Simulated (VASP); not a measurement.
The system is LaScF.

```
La Sc F
1.0
     3.80192    0.00000    0.00000
     0.00000    3.80192    0.00000
     0.00000    0.00000    5.08008
La Sc F
1 1 1
Direct
  0.00000 0.00000 0.00000
  0.00000 0.00000 0.50000
  0.50000 0.50000 0.50000
```

The cell was generated, and may not be a known phase.

| Quantity | Value |
| --- | --- |
| Program | VASP 6.6.1 |
| Task | relaxation of cell and atoms |
| Functional | PBE |
| Potentials or basis | VASP PAW PBE potentials, release 64 (La, Sc_sv, F) |
| Cutoff | 600 eV |
| k mesh | 4 × 4 × 4 |
| Occupations | gaussian, width 0.1 eV |
| Spin | no spin polarisation |

At the start: pressure -0.6 GPa; volume 24.48 Å³/atom.

**Question.** How do energy, volume and symmetry change on relaxing?

**Answer.** Over 9 steps the energy falls by 865.3 meV/atom and the volume is 22.77 Å³/atom (-7.0 %); space group P4/mmm (No. 123, to 0.1 Å) before and after.

The path:
| step | energy change (eV) | largest force (eV/Å) | pressure (GPa) | volume (Å³) |
| --- | --- | --- | --- | --- |
| 1 | 0.0000 | 0.0000 | -0.58 | 73.43 |
| 2 | -1.5280 | 0.0000 | -1.57 | 71.60 |
| 3 | -0.1635 | 0.0000 | 30.04 | 57.63 |
| 4 | -2.3378 | 0.0000 | -1.15 | 68.83 |
| 5 | -2.5510 | 0.0000 | 3.55 | 64.95 |
| 6 | -2.5785 | 0.0000 | 2.05 | 65.92 |
| 7 | -2.5767 | 0.0000 | 2.45 | 65.68 |
| 8 | -2.5897 | 0.0000 | -1.29 | 69.90 |
| 9 | -2.5959 | 0.0000 | 0.13 | 68.31 |

Final structure:
```xyz
3
Lattice="3.1624 0.0000 0.0000 0.0000 3.1624 0.0000 0.0000 0.0000 6.8308" Properties=species:S:1:pos:R:3 pbc="T T T"
La    0.0000    0.0000    6.8308
Sc    0.0000    0.0000    3.4154
F     1.5812    1.5812    3.4154
```

Caveat: the k points lie up to 0.50 Å⁻¹ apart in the final cell, too coarse for converged energies and pressures of a metal; a cell axis changed by over 15 % at a fixed basis, so the end point is rough; an odd number of electrons without spin polarisation forces a metal; a magnetic or distorted state may lie lower.
